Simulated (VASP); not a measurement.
# SnSe2 in VASP: notebook, part 2 of 2

VASP 6.6.1. Earlier steps stand in the parts before.

## Step 4: Single point, PBEsol (uniaxial strain along a: +6.0 %)

File INCAR:

```
ALGO = Normal
EDIFF = 1E-6
ENCUT = 520
GGA = PS
ISIF = 2
ISMEAR = 0
LASPH = True
LCHARG = False
LREAL = False
LWAVE = False
NBANDS = 20
NELM = 60
PREC = Accurate
SIGMA = 0.02
```

File KPOINTS:

```
k-points
0
Gamma
  12 12 6
```

File POSCAR:

```
SnSe2
1.0
    4.0464956563      0.0000000000      0.0000000000
   -2.0232478281      3.2564174662      0.0000000000
    0.0000000000      0.0000000000      6.0623557099
Sn Se
1 2
Direct
    0.0000000000      0.0000000000      0.0000000000
    0.6660142184      0.3319105150      0.7411275194
    0.3339857816      0.6680894850      0.2588724806
```

Potentials or basis: VASP PAW PBE potentials, release 64 (Sn_d, Se).

On the command line:

```bash
$ cat potpaw_PBE.64/Sn_d/POTCAR potpaw_PBE.64/Se/POTCAR > POTCAR
$ mpirun -np 1 vasp_std > vasp.out
```

OUTCAR:

```text
EDIFF = 1E-6
   ENCUT = 520
   GGA = PS
   ISIF = 2
   ISMEAR = 0
   LASPH = True
   LREAL = False
   NELM = 60
   PREC = Accurate

 ion  position               nearest neighbor table
   1  0.000  0.000  0.000-   3 2.68   2 2.68   3 2.78   2 2.78   2 2.78   3 2.78
   2  0.666  0.332  0.741-   1 2.68   1 2.78   1 2.78
   3  0.334  0.668  0.259-   1 2.68   1 2.78   1 2.78

  Warning from LATTYP: Monoclinic adjustment (A1->A3, A2->A1, A3->A2)!
  LATTYP: Found a base centered orthorhombic cell.
 ALAT       =     4.0464956563
 B/A-ratio  =     1.6095000429
 C/A-ratio  =     1.4981742784

  Lattice vectors:

 A1 = (   2.0232478281,  -3.2564174662,   0.0000000000)
 A2 = (   2.0232478282,   3.2564174662,   0.0000000000)
 A3 = (   0.0000000000,   0.0000000000,   6.0623557099)

Analysis of symmetry for initial positions (statically):
=====================================================================
 Subroutine PRICEL returns:
 Original cell was already a primitive cell.

 Routine SETGRP: Setting up the symmetry group for a
 base centered orthorhombic supercell.

 Subroutine GETGRP returns: Found  2 space group operations
 (whereof  2 operations were pure point group operations)
 out of a pool of  8 trial point group operations.

The static configuration has the point symmetry S_2 .

Analysis of symmetry for dynamics (positions and initial velocities):
=====================================================================
 Subroutine PRICEL returns:
 Original cell was already a primitive cell.

 Routine SETGRP: Setting up the symmetry group for a
 base centered orthorhombic supercell.

 Subroutine GETGRP returns: Found  2 space group operations
 (whereof  2 operations were pure point group operations)
 out of a pool of  8 trial point group operations.

The dynamic configuration has the point symmetry S_2 .

 Subroutine INISYM returns: Found  2 space group operations
 (whereof  2 operations are pure point group operations),
 and found     1 'primitive' translations

----------------------------------------------------------------------------------------

                                     Primitive cell

  volume of cell :      79.8841

  direct lattice vectors                    reciprocal lattice vectors
     4.046495656  0.000000000  0.000000000     0.247127412  0.153542967  0.000000000
    -2.023247828  3.256417466  0.000000000     0.000000000  0.307085934  0.000000000
     0.000000000  0.000000000  6.062355710     0.000000000  0.000000000  0.164952380

  length of vectors
     4.046495656  3.833769227  6.062355710     0.290942263  0.307085934  0.164952380

  position of ions in fractional coordinates (direct lattice)
     0.000000000  0.000000000  0.000000000
     0.666014218  0.331910515  0.741127519
     0.333985782  0.668089485  0.258872481

  ion indices of the primitive-cell ions
   primitive index   ion index
                 1           1
                 2           2
                 3           3

----------------------------------------------------------------------------------------

 KPOINTS: k-points

Automatic generation of k-mesh.
 Grid dimensions read from file:
 generate k-points for:   12   12    6

 Generating k-lattice:

  Cartesian coordinates                     Fractional coordinates (reciprocal lattice)
     0.020593951  0.012795247  0.000000000     0.083333333 -0.000000000  0.000000000
     0.000000000  0.025590495  0.000000000     0.000000000  0.083333333  0.000000000
     0.000000000  0.000000000  0.027492063     0.000000000  0.000000000  0.166666667

  Length of vectors
     0.024245189  0.025590495  0.027492063

  Shift w.r.t. Gamma in fractional coordinates (k-lattice)
     0.000000000  0.000000000  0.000000000

 Subroutine IBZKPT returns following result:
 ===========================================

 Found    436 irreducible k-points:

 Following reciprocal coordinates:
            Coordinates               Weight
  0.000000  0.000000  0.000000      1.000000
  0.083333  0.000000  0.000000      2.000000
  0.083333 -0.083333  0.000000      2.000000
  0.166667  0.000000  0.000000      2.000000
  0.166667 -0.166667  0.000000      2.000000
  0.250000  0.000000  0.000000      2.000000
[... 16 lines left out ...]
  0.416667  0.083333  0.000000      2.000000
  0.416667  0.500000  0.000000      2.000000
 [... further k-points ...]
   k-points           NKPTS =    436   k-points in BZ     NKDIM =    436   number of bands    NBANDS=     20
   number of dos      NEDOS =    301   number of ions     NIONS =      3
   total plane-waves  NPLWV =  43200
   dimension x,y,z NGX =    30 NGY =   30 NGZ =   48
   dimension x,y,z NGXF=    60 NGYF=   60 NGZF=   96
   ions per type =               1   2
   NGX,Y,Z   is equivalent  to a cutoff of  12.33, 13.01, 13.16 a.u.
   NGXF,Y,Z  is equivalent  to a cutoff of  24.65, 26.02, 26.33 a.u.
 SYSTEM =  unknown system
   PREC   = accura    normal or accurate (medium, high low for compatibility)
   ISTART =      0    job   : 0-new  1-cont  2-samecut
   ICHARG =      2    charge: 1-file 2-atom 10-const
   ISPIN  =      1    spin polarized calculation?
   LNONCOLLINEAR =      F non collinear calculations
   LSORBIT =      F    spin-orbit coupling
   LASPH  =      T    aspherical Exc in radial PAW
   ENCUT  =  520.0 eV  38.22 Ry    6.18 a.u.   7.52  7.13 11.27*2*pi/ulx,y,z
   NELM   =     60;   NELMIN=  2; NELMDL= -5     # of ELM steps
   EDIFF  = 0.1E-05   stopping-criterion for ELM
   LREAL  =      F    real-space projection
   EDIFFG = 0.1E-04   stopping-criterion for IOM
   NSW    =      0    number of steps for IOM
   IBRION =     -1    ionic relax: 0-MD 1-quasi-New 2-CG
   NFREE  =      0    steps in history (QN), initial steepest desc. (CG)
   ISIF   =      2    stress and relaxation
   ISYM   =      2    0-nonsym 1-usesym 2-fastsym
   POTIM  = 0.5000    time-step for ionic-motion
   TEBEG  =    0.0;   TEEND  =   0.0 temperature during run
   PSTRESS=    0.0 pullay stress
   NELECT =      26.0000    total number of electrons
   NUPDOWN=      -1.0000    fix difference up-down
   EMIN   =  10.00;   EMAX   =-10.00  energy-range for DOS
   EFERMI =   0.00;   METHOD = LEGACY
   ISMEAR =     0;   SIGMA  =   0.02  broadening in eV -4-tet -1-fermi 0-gaus
   EFERMI_NEDOS =   21; number of points for ismear=-14 and -15
   IALGO  =     38    algorithm
   IMIX   =      4    mixing-type and parameters
     AMIX     =   0.40;   BMIX     =  1.00
     AMIX_MAG =   1.60;   BMIX_MAG =  1.00
  volume/ion in A,a.u.               =      26.63       179.69
  Fermi-wavevector in a.u.,A,eV,Ry     =   1.126106  2.128031 17.253734  1.268114
  Thomas-Fermi vector in A             =   2.262786
   LORBIT       =      0    0 simple, 1 ext, 2 COOP (PROOUT), +10 PAW based schemes
   GGA     = PS    functional components
   LHFCALC =     F    Hartree Fock is set to
   AEXX    =    0.0000 exact exchange contribution
   IVDW    =     0    specifies the selected vdW correction
   LEPSILON=     F    determine dielectric tensor
   LRPA    =     F    only Hartree local field effects (RPA)
 non-spin polarized calculation
 Gauss-broadening in eV      SIGMA  =   0.02
  energy-cutoff  :      520.00
  volume of cell :       79.88
 maximum number of plane-waves:      2180
   NGX = 15   NGY = 15   NGZ = 23

 number of electron      26.0000005 magnetization

 Free energy of the ion-electron system (eV)
  ---------------------------------------------------
  ext. energy  EPLUGINS =         0.00000000
  ---------------------------------------------------
  free energy    TOTEN  =       -12.91884610 eV

  energy without entropy =      -12.91882108  energy(sigma->0) =      -12.91883359

 E-fermi :   3.9982     XC(G=0):  -9.5378

 val. band max:        3.9810114340   @ k =  -0.1667   0.0833   0.0000
 cond. band min:       4.0153352985   @ k =   0.0000   0.4167   0.3333
 fundamental gap:      0.0343238645
 Fermi energy:         3.9981733696

 k-point     1 :       0.0000    0.0000    0.0000
  band No.  band energies     occupation
      1     -17.4083      2.00000
      2     -17.3902      2.00000
      3     -17.3707      2.00000
      4     -17.3645      2.00000
      5     -17.3493      2.00000
      6      -9.9008      2.00000
[... 12 lines left out ...]
     19      12.1101      0.00000
[... 513 lines left out ...]
      4     -17.3509      2.00000
      5     -17.3326      2.00000
      6      -8.5014      2.00000
[... 12 lines left out ...]
     19      12.7209      0.00000
     20      14.0501      0.00000

 [... further k-points ...]

------------------------ aborting loop because EDIFF is reached ----------------------------------------

  FORCE on cell =-STRESS in cart. coord.  units (eV):
  Direction    XX          YY          ZZ          XY          YZ          ZX
  --------------------------------------------------------------------------------------
  -------------------------------------------------------------------------------------
  Total       -2.2096587     -0.0505048     -0.3311882     -0.0000829      0.0426287      0.0021116
  in kB      -44.3174963     -1.0129373     -6.6423980     -0.0016628      0.8549714      0.0423504
  external PRESSURE =     -17.3242772 kB  Pullay stress =       0.0000000 kB

 VOLUME and BASIS-vectors are now :
 -----------------------------------------------------------------------------
  energy-cutoff  :      520.00
  volume of cell :       79.88
      direct lattice vectors                 reciprocal lattice vectors
     4.046495656  0.000000000  0.000000000     0.247127412  0.153542967  0.000000000
    -2.023247828  3.256417466  0.000000000     0.000000000  0.307085934  0.000000000
     0.000000000  0.000000000  6.062355710     0.000000000  0.000000000  0.164952380

 POSITION                                       TOTAL-FORCE (eV/Angst)
 -----------------------------------------------------------------------------------
      0.00000      0.00000      0.00000         0.000000      0.000000      0.000000
      2.02349      1.08084      4.49298        -0.000905     -0.026189      0.057011
     -0.00024      2.17558      1.56938         0.000905      0.026189     -0.057011
 -----------------------------------------------------------------------------------
    total drift:                                0.000000      0.000000     -0.000000

  FREE ENERGIE OF THE ION-ELECTRON SYSTEM (eV)
  ---------------------------------------------------
  free  energy   TOTEN  =       -12.9188460994 eV

  energy  without entropy=      -12.9188210834  energy(sigma->0) =      -12.91883359
```

OSZICAR:

```text
N       E                     dE             d eps       ncg     rms          rms(c)
DAV:   1     0.200793887283E+03    0.20079E+03   -0.12107E+04 17812   0.145E+03
DAV:   2     0.101485717342E+02   -0.19065E+03   -0.18368E+03 18596   0.376E+02
DAV:   3    -0.123713855629E+02   -0.22520E+02   -0.21977E+02 21132   0.113E+02
DAV:   4    -0.131714254365E+02   -0.80004E+00   -0.79844E+00 20732   0.223E+01
DAV:   5    -0.131907265678E+02   -0.19301E-01   -0.19299E-01 23888   0.363E+00    0.471E+00
DAV:   6    -0.129437889898E+02    0.24694E+00   -0.50466E-01 25580   0.750E+00    0.298E+00
DAV:   7    -0.129207719590E+02    0.23017E-01   -0.13475E-01 20188   0.241E+00    0.929E-01
DAV:   8    -0.129187712565E+02    0.20007E-02   -0.10734E-02 22020   0.951E-01    0.248E-01
DAV:   9    -0.129188333077E+02   -0.62051E-04   -0.11805E-03 19940   0.265E-01    0.740E-02
DAV:  10    -0.129188334322E+02   -0.12454E-06   -0.10630E-04 21404   0.708E-02    0.278E-02
DAV:  11    -0.129188459864E+02   -0.12554E-04   -0.20720E-05 19340   0.269E-02    0.594E-03
DAV:  12    -0.129188460994E+02   -0.11295E-06   -0.16576E-06 15488   0.973E-03
   1 F= -.12918846E+02 E0= -.12918834E+02  d E =-.250160E-04
```

It took 7.4 min on 1 thread of Intel Xeon Platinum 8259CL at 2.50GHz (Skylake/Cascade Lake), shared host; peak memory 0.72 GiB.

What came out:

```yaml
Free_energy: -12.9188 eV
Pressure: -1.7 GPa
Largest_force: 0.063 eV/Å
Band_gap_on_the_k_mesh: 0.03 eV (least direct gap 0.50 eV)
```

Forces on the atoms (eV/Å):
```
Sn   0.000  0.000  0.000
Se  -0.001 -0.026  0.057
Se   0.001  0.026 -0.057
```

Levels at points of the mesh, in eV from the valence-band top:
| k point | band 11 | band 12 | band 13 | band 14 | band 15 | band 16 |
| --- | --- | --- | --- | --- | --- | --- |
| (0.00, 0.00, 0.00) | -0.84 | -0.61 | -0.10 | 0.40 | 2.41 | 3.88 |
| (0.50, 0.00, 0.00) | -2.51 | -1.60 | -0.36 | 1.07 | 3.53 | 4.99 |
| (0.50, 0.50, 0.00) | -2.51 | -1.60 | -0.36 | 1.07 | 3.53 | 4.99 |
| (0.00, 0.50, 0.00) | -2.94 | -1.53 | -0.78 | 0.42 | 2.83 | 4.40 |
| (0.00, 0.00, 0.50) | -0.88 | -0.63 | -0.37 | 1.98 | 2.28 | 3.54 |
| (0.50, 0.00, 0.50) | -1.99 | -1.07 | -0.86 | 0.54 | 3.87 | 4.47 |
| (0.50, 0.50, 0.50) | -1.99 | -1.07 | -0.86 | 0.54 | 3.87 | 4.47 |
| (0.00, 0.50, 0.50) | -2.07 | -1.34 | -1.29 | 0.40 | 3.55 | 4.41 |

Caveat: the cell differs from its parent crystal (uniaxial strain along a: +6.0 %); semilocal functionals underestimate gaps, and a narrow one can read as zero; the PAW data sets were made with another functional, which shifts forces and pressure a little; spin-orbit coupling is left out, which moves the levels of the heavy elements. A k mesh can miss the band edges.

## Step 5: The runs side by side

```csv
cell,gap on the mesh (eV),pressure (GPa),largest force (eV/Å)
"a = 3.588, b = 3.805, c = 6.247 Å, angles 90.0, 90.0, 118.1°, 3 atoms, atomic positions A",0.04,2.9,0.16
"a = 3.970, b = 3.828, c = 6.093 Å, angles 90.0, 90.0, 121.2°, 3 atoms, atomic positions B",0.16,-1.3,0.06
"a = 4.046, b = 3.834, c = 6.062 Å, angles 90.0, 90.0, 121.9°, 3 atoms, atomic positions B",0.03,-1.7,0.06
```

Alike in all rows: task single point; level PBEsol; potentials or basis VASP PAW PBE potentials, release 64 (Sn_d, Se); no spin polarisation; k mesh 12 × 12 × 6; cutoff (eV) 520; smearing gaussian 0.02 eV.

Caveats: semilocal functionals underestimate gaps, and a narrow one can read as zero; the PAW data sets were made with another functional, which shifts forces and pressure a little; spin-orbit coupling is left out, which moves the levels of the heavy elements; the stress differs along the axes, from 0 to 8 GPa (at least some runs); this functional lacks dispersion, which binds layers or chains, so the pressure and a relaxed spacing across them are unreliable (at least some runs).

Absolute energies hang on the potentials; compare differences alone.
